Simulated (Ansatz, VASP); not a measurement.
**TiNi3C in VASP and in Ansatz**

```xyz
5
Lattice="3.5178 0.0000 0.0000 0.0000 3.5178 0.0000 0.0000 0.0000 3.5618" Properties=species:S:1:pos:R:3 pbc="T T T"
Ti    0.0000    0.0000    0.0000
Ni    1.7589    1.7589    3.4728
Ni    0.0000    1.7589    1.7275
Ni    1.7589    0.0000    1.7275
C     1.7589    1.7589    1.8343
```

Alike in both runs: task relaxation of cell and atoms; functional PBE; k mesh 6 × 6 × 6; occupations gaussian, width 0.1 eV; no spin polarisation.

|  | VASP | Ansatz |
| --- | --- | --- |
| version | VASP 6.6.1 | Ansatz 0.2.0 |
| potentials or method | VASP PAW PBE potentials, release 64 (Ti_sv, Ni, C), cutoff 600 eV | scalar-relativistic, plane waves, PAW |
| valence electrons in the cell | 46 | 70 |

|  | VASP | Ansatz | Ansatz less VASP |
| --- | --- | --- | --- |
| gap on the k mesh at the Fermi level, each at its own relaxed structure (eV) | none | none | - |
| relaxed volume (Å³/atom) | 10.99 | 11.00 | +0.010 |
| relaxed cell length with the largest relative difference (Å) | 3.960 | 3.956 | -0.0038 |

A gap of «none» marks a metal or a gap that the smearing closes. VASP's potentials hold 46 valence electrons a cell and Ansatz's 70, so a difference there can come from the potentials and not from the codes.

Noted on VASP's run: the volume moved by over 15 % at a fixed basis, so the end points are rough.
